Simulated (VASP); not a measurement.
# W (I4/mmm) in VASP: further runs

The runs below take W through single point, with PBE.

Program: VASP 6.6.1. These are calculated values, not measurements. Logs are shortened: lines on timing, memory, paths and dates and some standing lists are left out, and cuts for length are marked.

**1. The cell of the first run**

The structure is tetragonal, space group I4/mmm (No. 139). Conventional cell: a = 2.910 Å, b = 2.910 Å, c = 3.951 Å, α = 90.00°, β = 90.00°, γ = 90.00°. Within 3.8 Å of W (site symmetry 4/mmm) lie 12 W at 2.85 to 2.91 Å.

**2. Single point, PBE**

INCAR

```
PREC     = Accurate       # precision mode
ENCUT    = 520            # plane-wave cutoff, eV
EDIFF    = 1E-7           # SCF threshold, eV
ISMEAR   = 1              # smearing method
SIGMA    = 0.2            # smearing width, eV
LREAL    = F              # projectors in reciprocal space
LASPH    = T              # aspherical terms in the spheres
NELM     = 100            # most SCF steps
ALGO     = Fast           # electronic algorithm
ISIF     = 2              # what is computed and relaxed
LWAVE    = F              # write WAVECAR
LCHARG   = F              # write CHGCAR
GGA      = PE             # functional
NBANDS   = 13             # bands
```

KPOINTS

```
Automatic mesh
0
Gamma
  22 22 22
```

POSCAR

```
W
1.0
    0.0000000000      2.0578116752      1.9754992082
    2.0578116752      0.0000000000      1.9754992082
    2.0578116752      2.0578116752      0.0000000000
W
1
Direct
    0.0000000000      0.0000000000      0.0000000000
```

Potentials or basis: VASP PAW PBE potentials, release 64 (W_sv).

Started as:

```console
cat potpaw_PBE.64/W_sv/POTCAR > POTCAR
mpirun -np 1 vasp_std > vasp.out
```

OUTCAR:

```text
PREC = Accurate
   ENCUT = 520
   EDIFF = 1E-7
   ISMEAR = 1
   LREAL = F
   LASPH = T
   NELM = 100
   ISIF = 2
   GGA = PE

 ion  position               nearest neighbor table
   1  0.000  0.000  0.000-

  LATTYP: Found a body centered tetragonal cell.
 ALAT       =     2.9101851799
 C/A-ratio  =     1.3576450199

  Lattice vectors:

 A1 = (   0.0000000000,  -2.0578116752,  -1.9754992082)
 A2 = (   0.0000000000,   2.0578116752,  -1.9754992082)
 A3 = (   2.0578116752,   0.0000000000,   1.9754992082)

Analysis of symmetry for initial positions (statically):
=====================================================================
 Subroutine PRICEL returns:
 Original cell was already a primitive cell.

 Routine SETGRP: Setting up the symmetry group for a
 body centered tetragonal supercell.

 Subroutine GETGRP returns: Found 16 space group operations
 (whereof 16 operations were pure point group operations)
 out of a pool of 16 trial point group operations.

The static configuration has the point symmetry D_4h.

Analysis of symmetry for dynamics (positions and initial velocities):
=====================================================================
 Subroutine PRICEL returns:
 Original cell was already a primitive cell.

 Routine SETGRP: Setting up the symmetry group for a
 body centered tetragonal supercell.

 Subroutine GETGRP returns: Found 16 space group operations
 (whereof 16 operations were pure point group operations)
 out of a pool of 16 trial point group operations.

The dynamic configuration has the point symmetry D_4h.

 Subroutine INISYM returns: Found 16 space group operations
 (whereof 16 operations are pure point group operations),
 and found     1 'primitive' translations

----------------------------------------------------------------------------------------

                                     Primitive cell

  volume of cell :      16.7309

  direct lattice vectors                    reciprocal lattice vectors
     0.000000000  2.057811675  1.975499208    -0.242976559  0.242976559  0.253100582
     2.057811675  0.000000000  1.975499208     0.242976559 -0.242976559  0.253100582
     2.057811675  2.057811675  0.000000000     0.242976559  0.242976559 -0.253100582

  length of vectors
     2.852575330  2.852575330  2.910185180     0.426772915  0.426772915  0.426772915

  position of ions in fractional coordinates (direct lattice)
     0.000000000  0.000000000  0.000000000

  ion indices of the primitive-cell ions
   primitive index   ion index
                 1           1

----------------------------------------------------------------------------------------

 KPOINTS: Automatic mesh

Automatic generation of k-mesh.
 Grid dimensions read from file:
 generate k-points for:   22   22   22

 Generating k-lattice:

  Cartesian coordinates                     Fractional coordinates (reciprocal lattice)
    -0.011044389  0.011044389  0.011504572     0.045454545  0.000000000  0.000000000
     0.011044389 -0.011044389  0.011504572     0.000000000  0.045454545  0.000000000
     0.011044389  0.011044389 -0.011504572     0.000000000  0.000000000  0.045454545

  Length of vectors
     0.019398769  0.019398769  0.019398769

  Shift w.r.t. Gamma in fractional coordinates (k-lattice)
     0.000000000  0.000000000  0.000000000

 Subroutine IBZKPT returns following result:
 ===========================================

 Found    834 irreducible k-points:

 Following reciprocal coordinates:
            Coordinates               Weight
  0.000000  0.000000  0.000000      1.000000
  0.045455  0.000000  0.000000      8.000000
  0.090909  0.000000  0.000000      8.000000
  0.136364  0.000000  0.000000      8.000000
  0.181818  0.000000  0.000000      8.000000
  0.227273  0.000000  0.000000      8.000000
[... 16 lines left out ...]
  0.500000  0.045455  0.000000      8.000000
 -0.454545  0.045455  0.000000      8.000000
 [... further k-points ...]
   k-points           NKPTS =    834   k-points in BZ     NKDIM =    834   number of bands    NBANDS=     13
   number of dos      NEDOS =    301   number of ions     NIONS =      1
   total plane-waves  NPLWV =  13824
   dimension x,y,z NGX =    24 NGY =   24 NGZ =   24
   dimension x,y,z NGXF=    48 NGYF=   48 NGZF=   48
   ions per type =               1
   NGX,Y,Z   is equivalent  to a cutoff of  13.99, 13.99, 13.71 a.u.
   NGXF,Y,Z  is equivalent  to a cutoff of  27.97, 27.97, 27.42 a.u.
 SYSTEM =  unknown system
   PREC   = accura    normal or accurate (medium, high low for compatibility)
   ISTART =      0    job   : 0-new  1-cont  2-samecut
   ICHARG =      2    charge: 1-file 2-atom 10-const
   ISPIN  =      1    spin polarized calculation?
   LNONCOLLINEAR =      F non collinear calculations
   LSORBIT =      F    spin-orbit coupling
   LASPH  =      T    aspherical Exc in radial PAW
   ENCUT  =  520.0 eV  38.22 Ry    6.18 a.u.   5.30  5.30  5.41*2*pi/ulx,y,z
   NELM   =    100;   NELMIN=  2; NELMDL= -5     # of ELM steps
   EDIFF  = 0.1E-06   stopping-criterion for ELM
   LREAL  =      F    real-space projection
   EDIFFG = 0.1E-05   stopping-criterion for IOM
   NSW    =      0    number of steps for IOM
   IBRION =     -1    ionic relax: 0-MD 1-quasi-New 2-CG
   NFREE  =      0    steps in history (QN), initial steepest desc. (CG)
   ISIF   =      2    stress and relaxation
   ISYM   =      2    0-nonsym 1-usesym 2-fastsym
   POTIM  = 0.5000    time-step for ionic-motion
   TEBEG  =    0.0;   TEEND  =   0.0 temperature during run
   PSTRESS=    0.0 pullay stress
   NELECT =      14.0000    total number of electrons
   NUPDOWN=      -1.0000    fix difference up-down
   EMIN   =  10.00;   EMAX   =-10.00  energy-range for DOS
   EFERMI =   0.00;   METHOD = LEGACY
   ISMEAR =     1;   SIGMA  =   0.20  broadening in eV -4-tet -1-fermi 0-gaus
   EFERMI_NEDOS =   21; number of points for ismear=-14 and -15
   IALGO  =     68    algorithm
   IMIX   =      4    mixing-type and parameters
     AMIX     =   0.40;   BMIX     =  1.00
     AMIX_MAG =   1.60;   BMIX_MAG =  1.00
  volume/ion in A,a.u.               =      16.73       112.91
  Fermi-wavevector in a.u.,A,eV,Ry     =   1.542688  2.915258 32.380324  2.379887
  Thomas-Fermi vector in A             =   2.648457
   LORBIT       =      0    0 simple, 1 ext, 2 COOP (PROOUT), +10 PAW based schemes
   GGA     = PE    functional components
   LHFCALC =     F    Hartree Fock is set to
   AEXX    =    0.0000 exact exchange contribution
   IVDW    =     0    specifies the selected vdW correction
   LEPSILON=     F    determine dielectric tensor
   LRPA    =     F    only Hartree local field effects (RPA)
 non-spin polarized calculation
 RMM-DIIS sequential band-by-band and
 Methfessel and Paxton  Order N= 1 SIGMA  =   0.20
  energy-cutoff  :      520.00
  volume of cell :       16.73
 maximum number of plane-waves:       471
 NGX is ok and might be reduce to    24
   NGX = 11   NGY = 11   NGZ = 11

 number of electron      14.0000001 magnetization

 Free energy of the ion-electron system (eV)
  ---------------------------------------------------
  ext. energy  EPLUGINS =         0.00000000
  ---------------------------------------------------
  free energy    TOTEN  =       -12.48670595 eV

  energy without entropy =      -12.48576038  energy(sigma->0) =      -12.48639076

 E-fermi :  10.2796     XC(G=0): -13.3285

 val. band max:       10.2717358743   @ k =  -0.4091   0.1364   0.4545
 cond. band min:      10.2802730663   @ k =  -0.3636   0.4545   0.1364
 fundamental gap:      0.0085371920
 Fermi energy:        10.2795527375

 k-point     1 :       0.0000    0.0000    0.0000
  band No.  band energies     occupation
      1     -63.4901      2.00000
      2     -27.1534      2.00000
      3     -27.1534      2.00000
      4     -27.1233      2.00000
      5       1.3358      2.00000
      6       9.5311      2.00000
      7       9.5311      2.00000
      8      10.0474      2.06954
      9      12.3374     -0.00000
     10      13.0864     -0.00000
     11      23.0139      0.00000
     12      27.6767      0.00000
     13      27.6767      0.00000

 k-point     2 :       0.0455    0.0000    0.0000
  band No.  band energies     occupation
      1     -63.4882      2.00000
      2     -27.1716      2.00000
      3     -27.1570      2.00000
      4     -27.1307      2.00000
      5       1.4250      2.00000
      6       9.5005      2.00000
      7       9.5726      2.00001
      8      10.0495      2.06901
      9      12.3060     -0.00000
     10      13.0406     -0.00000
     11      23.1947      0.00000
     12      27.4585      0.00000
     13      27.8398      0.00000

 k-point     3 :       0.0909    0.0000    0.0000
  band No.  band energies     occupation
      1     -63.4825      2.00000
      2     -27.2353      2.00000
      3     -27.1675      2.00000
      4     -27.1413      2.00000
      5       1.6868      2.00000
      6       9.3745      2.00000
      7       9.6844      2.00021
      8      10.1014      2.01949
      9      12.2324     -0.00000
     10      12.9215     -0.00000
     11      23.7017      0.00000
     12      26.7357      0.00000
     13      28.3184      0.00000

 k-point     4 :       0.1364    0.0000    0.0000
  band No.  band energies     occupation
      1     -63.4735      2.00000
      2     -27.3393      2.00000
      3     -27.1841      2.00000
      4     -27.1532      2.00000
      5       2.1017      2.00000
      6       9.1521      2.00000
      7       9.8239      2.00589
      8      10.2257      1.43800
      9      12.1789     -0.00000
     10      12.7829     -0.00000
     11      24.3739      0.00000
     12      25.8961      0.00000
     13      29.0837      0.00000

 k-point     5 :       0.1818    0.0000    0.0000
  band No.  band energies     occupation
      1     -63.4618      2.00000
      2     -27.4720      2.00000
      3     -27.2053      2.00000
      4     -27.1673      2.00000
      5       2.6344      2.00000
      6       8.9089      2.00000
      7       9.9174      2.02805
      8      10.3581      0.38902
      9      12.2418     -0.00000
     10      12.7105     -0.00000
     11      24.3737      0.00000
     12      25.8835      0.00000
     13      30.0965      0.00000
[... 257 lines left out ...]
 k-point    22 :       0.4545    0.0455    0.0000
  band No.  band energies     occupation
      1     -63.3949      2.00000
      2     -28.1775      2.00000
      3     -27.3323      2.00000
      4     -27.2546      2.00000
      5       4.7885      2.00000
      6       9.3148      2.00000
      7       9.6935      2.00027
      8      10.3448      0.47902
      9      14.7618      0.00000
     10      15.2113      0.00000
     11      20.5583      0.00000
     12      23.1842      0.00000
     13      28.6438      0.00000

 k-point    23 :       0.5000    0.0455    0.0000
  band No.  band energies     occupation
      1     -63.3918      2.00000
      2     -28.2086      2.00000
      3     -27.3341      2.00000
      4     -27.2626      2.00000
      5       4.8080      2.00000
      6       9.2572      2.00000
      7       9.6333      2.00005
      8      10.6972     -0.01190
      9      15.0784      0.00000
     10      15.3160      0.00000
     11      20.2023      0.00000
     12      22.8357      0.00000
     13      28.4151      0.00000

 k-point    24 :      -0.4545    0.0455    0.0000
  band No.  band energies     occupation
      1     -63.3927      2.00000
      2     -28.1996      2.00000
      3     -27.3288      2.00000
      4     -27.2660      2.00000
      5       4.8040      2.00000
      6       9.2602      2.00000
      7       9.6266      2.00004
      8      10.6563     -0.02285
      9      15.1159      0.00000
     10      15.1414      0.00000
     11      20.2973      0.00000
     12      22.8926      0.00000
     13      28.7438      0.00000

 [... further k-points ...]
[... 5 lines left out ...]
  --------------------------------------------------------------------------------------
  -------------------------------------------------------------------------------------
  Total       -0.0136880     -0.0136880     -1.3514091      0.0000000     -0.0000000      0.0000000
  in kB       -1.3107865     -1.3107865   -129.4134191      0.0000000     -0.0000000      0.0000000
  external PRESSURE =     -44.0116640 kB  Pullay stress =       0.0000000 kB

 VOLUME and BASIS-vectors are now :
 -----------------------------------------------------------------------------
  energy-cutoff  :      520.00
  volume of cell :       16.73
      direct lattice vectors                 reciprocal lattice vectors
     0.000000000  2.057811675  1.975499208    -0.242976559  0.242976559  0.253100582
     2.057811675  0.000000000  1.975499208     0.242976559 -0.242976559  0.253100582
     2.057811675  2.057811675  0.000000000     0.242976559  0.242976559 -0.253100582

 POSITION                                       TOTAL-FORCE (eV/Angst)
 -----------------------------------------------------------------------------------
      0.00000      0.00000      0.00000         0.000000     -0.000000      0.000000
 -----------------------------------------------------------------------------------
    total drift:                               -0.000000      0.000000     -0.000000

  FREE ENERGIE OF THE ION-ELECTRON SYSTEM (eV)
  ---------------------------------------------------
  free  energy   TOTEN  =       -12.4867059482 eV

  energy  without entropy=      -12.4857603830  energy(sigma->0) =      -12.48639076
```

Wall time 72 s (1 thread of Intel Xeon 6975P-C (Granite Rapids), shared host); peak memory 0.28 GiB.

Results:

* Free energy: -12.4867 eV
* Pressure: -4.4 GPa
* Band gap on the k mesh: zero (band 7 reaches 13.71 eV, above the bottom of band 8 at 9.72 eV)

Stress tensor (GPa, compression positive):
```
 -0.13   0.00   0.00
  0.00  -0.13   0.00
  0.00   0.00 -12.94
```

Caveat: spin-orbit coupling is left out, which moves the levels of the heavy elements.

**3. Single point, PBE**

INCAR: that of step 2 with these lines changed.

```diff
@@ -2,3 +2,3 @@
 ENCUT    = 520            # plane-wave cutoff, eV
-EDIFF    = 1E-7           # SCF threshold, eV
+EDIFF    = 1E-6           # SCF threshold, eV
 ISMEAR   = 1              # smearing method
```

KPOINTS is that of step 2.

POSCAR

```
W
1.0
    0.0000000000      1.9972523380      2.0971149549
    1.9972523380      0.0000000000      2.0971149549
    1.9972523380      1.9972523380      0.0000000000
W
1
Direct
    0.0000000000      0.0000000000      0.0000000000
```

Potentials or basis: VASP PAW PBE potentials, release 64 (W_sv).

Started as:

```console
cat potpaw_PBE.64/W_sv/POTCAR > POTCAR
mpirun -np 1 vasp_std > vasp.out
```

It took 64 s on 1 thread of Intel Xeon 6975P-C (Granite Rapids), shared host; peak memory 0.28 GiB.

Results (log left out):

```yaml
Free_energy: -12.4905 eV
Pressure: -4.4 GPa
Band_gap_on_the_k_mesh: zero (band 7 reaches 13.49 eV, above the bottom of band 8 at 9.84 eV)
```

Stress tensor (GPa, compression positive):
```
-8.23  0.00  0.00
 0.00 -8.23  0.00
 0.00  0.00  3.21
```

Levels at points of the mesh, in eV from the Fermi level:
```csv
k point,band 3,band 4,band 5,band 6,band 7,band 8,band 9,band 10,band 11,band 12
"(0.00, 0.00, 0.00)",-37.42,-37.42,-8.96,-1.02,-0.37,-0.37,1.93,2.90,12.73,16.83
"(0.50, 0.00, 0.00)",-37.64,-37.53,-5.56,-1.16,-0.45,0.52,4.64,5.02,9.96,12.30
"(0.50, 0.50, 0.00)",-37.76,-37.76,-5.46,-4.39,2.26,4.88,5.50,5.50,11.79,12.02
"(0.50, 0.00, 0.50)",-37.90,-37.82,-5.40,-4.48,3.20,4.71,5.16,5.94,10.93,11.64
```

Caveat: spin-orbit coupling is left out, which moves the levels of the heavy elements.
